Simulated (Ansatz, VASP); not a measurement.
## InBS3: VASP beside Ansatz

INCAR

```
SYSTEM = InBS3
PREC = Accurate
ENCUT = 600
EDIFF = 1E-6
ISMEAR = 0
SIGMA = 0.1
LREAL = .FALSE.
LASPH = .TRUE.
NELM = 100
ALGO = Normal
ISIF = 3
LWAVE = .FALSE.
LCHARG = .FALSE.
GGA = PE
IBRION = 2
NSW = 90
EDIFFG = -0.04
```

The input KPOINTS:

```
Automatic mesh
0
G
  4 4 2
  0 0 0
```

POSCAR

```
InBS3
1.0
    3.7919697100      0.0000000000      0.0000000000
    0.0000000000      3.7919697100      0.0000000000
    0.0000000000      0.0000000000      8.1182499100
In B S
1 1 3
Direct
    0.0000000000      0.0000000000      0.0000000000
    0.5000000000      0.5000000000      0.5000000000
    0.0000000000      0.0000000000      0.5000000000
    0.0000000000      0.5000000000      0.0000000000
    0.5000000000      0.0000000000      0.0000000000
```

Input for Ansatz:

```yaml
crystal:
  lattice:
    - [3.79196971, 0.0, 0.0]
    - [0.0, 3.79196971, 0.0]
    - [0.0, 0.0, 8.11824991]
  atoms:
    - { symbol: In, position: [0.0, 0.0, 0.0] }
    - { symbol: B, position: [0.5, 0.5, 0.5] }
    - { symbol: S, position: [0.0, 0.0, 0.5] }
    - { symbol: S, position: [0.0, 0.5, 0.0] }
    - { symbol: S, position: [0.5, 0.0, 0.0] }
basis:
  ecutwfc: 420
kpoints:
  mp_grid: { grid: [4, 4, 2] }
hamiltonian:
  xc: pbe
scf:
  occupations: { method: gaussian, width: 0.1 }
  lower_state_search: "off"
output:
  forces: true
  stress: true
  eigenvalues: true
relax:
  adjacent_minimum: "off"
  f_tol: 0.04
  max_steps: 70
  cell: { stress_tol: 0.4 }
```

Alike in both runs: task relaxation of cell and atoms; functional PBE; k mesh 4 × 4 × 2; occupations gaussian, width 0.1 eV; no spin polarisation.

```csv
,VASP,Ansatz
version,VASP 6.6.1,Ansatz 0.2.0
potentials or method,"VASP PAW PBE potentials, release 64 (In_d, B, S), cutoff 600 eV","scalar-relativistic, plane waves, PAW"
valence electrons in the cell,34,34
```

VASP gave:

```
gap on the k mesh at the Fermi level, each at its own relaxed structure (eV) : none
relaxed volume (Å³/atom)                                                     : 25.46
relaxed cell length with the largest relative difference (Å)                 : 5.043
```

Question: What did Ansatz give for the same quantities?

Answer: gap on the k mesh at the Fermi level, each at its own relaxed structure (eV): none; relaxed volume (Å³/atom): 25.56; relaxed cell length with the largest relative difference (Å): 5.060.

A gap of «none» marks a metal or a gap that the smearing closes.

The k mesh is coarse, so the values compare programs but aren't converged.
